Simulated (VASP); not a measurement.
# NdP3: single point with PBE

Crystal: NdP3.

```xyz
4
Lattice="4.2376 0.0000 0.0000 0.0000 4.2376 0.0000 0.0000 0.0000 4.2376" Properties=species:S:1:pos:R:3 pbc="T T T"
Nd    0.0000    0.0000    0.0000
P     2.1188    2.1188    0.0000
P     2.1188    0.0000    2.1188
P     0.0000    2.1188    2.1188
```

The cell was built from a structure type or drawn by symmetry, and may not be a known phase.

| Quantity | Value |
| --- | --- |
| Program | VASP 6.6.1 |
| Task | single point |
| Functional | PBE |
| Potentials or basis | VASP PAW PBE potentials, release 64 (Nd_3, P), 4f in core |
| Cutoff | 500 eV |
| k mesh | 12 × 12 × 12 |
| Occupations | gaussian, width 0.1 eV |
| Spin | no spin polarisation |

```
Pressure               : -0.3 GPa
Band gap on the k mesh : zero (bands 13 and 14 overlap by 3.85 eV)
```

Levels at points of the mesh, in eV from the Fermi level:
```
           k point  band 10  band 11  band 12  band 13  band 14  band 15  band 16  band 17
(0.00, 0.00, 0.00)    -3.94    -0.10    -0.10    -0.10     1.45     1.45     1.45     1.45
(0.50, 0.00, 0.00)    -3.35    -1.42    -1.42    -1.35    -0.72     1.36     1.36     2.02
(0.50, 0.50, 0.00)    -2.95    -2.66    -1.69    -0.87    -0.87     1.61     3.03     3.05
(0.50, 0.50, 0.50)    -3.90    -3.90     2.83     2.93     2.93     2.93     3.37     3.37
```

It took 77 s on 1 thread of Intel(R) Xeon(R) Platinum 8488C (Sapphire Rapids), on a shared host, peak memory 0.25 GiB.

Caveat: spin-orbit coupling is left out, which moves the levels of the heavy elements; the 4f electrons are frozen in the core, so they carry no moment and show no levels. Spin polarisation is off, so any magnetic state and its effect on volume and gap are missing.
